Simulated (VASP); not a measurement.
A run of VASP 6.6.1:

INCAR

```
PREC = Accurate
ENCUT = 520
EDIFF = 1E-7
ISMEAR = 0
SIGMA = 0.05
LREAL = False
LASPH = True
NELM = 100
ALGO = Normal
ISIF = 2
LWAVE = False
LCHARG = False
GGA = PE
NBANDS = 22
```

KPOINTS

```
Automatic mesh
0
Gamma
  12 12 10
```

Contents of POSCAR:

```
YbB2
1.0
    3.3238792417      0.0000000000      0.0000000000
   -1.6619396209      2.8785638624      0.0000000000
    0.0000000000      0.0000000000      3.9938983293
Yb B
1 2
Direct
    0.0000000000      0.0000000000      0.0000000000
    0.3333333333      0.6666666667      0.5000000000
    0.6666666667      0.3333333333      0.5000000000
```

Potentials or basis: VASP PAW PBE potentials, release 64 (Yb, B).

The run is started by

```console
$ cat potpaw_PBE.64/Yb/POTCAR potpaw_PBE.64/B/POTCAR > POTCAR
$ mpirun -np 1 vasp_std > vasp.out
```

Hardware: 1 thread of AMD EPYC 9R45 96-Core Processor (Zen 5) (shared host).

Q: Estimate the wall time of this run.

A: Wall time 3.1 min on 1 thread of AMD EPYC 9R45 96-Core Processor (Zen 5) (shared host), peak memory 0.22 GiB. Counts: scf iterations 37, k points 114.
